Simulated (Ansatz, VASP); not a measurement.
One calculation of SnO2, two programs

```xyz
6
Lattice="3.2915 0.0000 0.0000 -1.6457 2.8505 0.0000 0.0000 0.0000 10.5914" Properties=species:S:1:pos:R:3 pbc="T T T"
Sn   -0.3850    0.0000    5.2957
Sn    0.3850    0.0000    0.0000
O     1.2558    0.9502    4.2555
O     2.0356    0.9502    1.0402
O    -0.3899    1.9003    6.3359
O     0.3899    1.9003    9.5512
```

Change from the starting cell: mode 1 frozen in at -0.380 Å, equal normal strain along x, y and z +0.0250.

Alike in both runs: task single point; functional PBE; dispersion D3(BJ); k mesh 12 × 12 × 4; occupations gaussian, width 0.05 eV; no spin polarisation.

|  | VASP | Ansatz |
| --- | --- | --- |
| version | VASP 6.6.1 | Ansatz 0.2.0 |
| potentials or method | VASP PAW PBE potentials, release 64 (Sn_d, O), cutoff 520 eV | scalar-relativistic, plane waves, PAW |
| valence electrons in the cell | 52 | 52 |

Ansatz gave:

- gap on the k mesh at the Fermi level (eV): 1.72
- least direct gap on the mesh (eV): 1.97
- pressure (GPa): -8.5
- traceless stress, the component that is largest in VASP (GPa): 3.01
- rms of the force components (eV/Å): 0.329

**Question.** Estimate VASP's values.

**Answer.** gap on the k mesh at the Fermi level (eV): 1.69; least direct gap on the mesh (eV): 1.95; pressure (GPa): -8.1; traceless stress, the component that is largest in VASP (GPa): 2.73; rms of the force components (eV/Å): 0.307.

Atom by atom the forces differ by 0.022 eV/Å (rms over components).
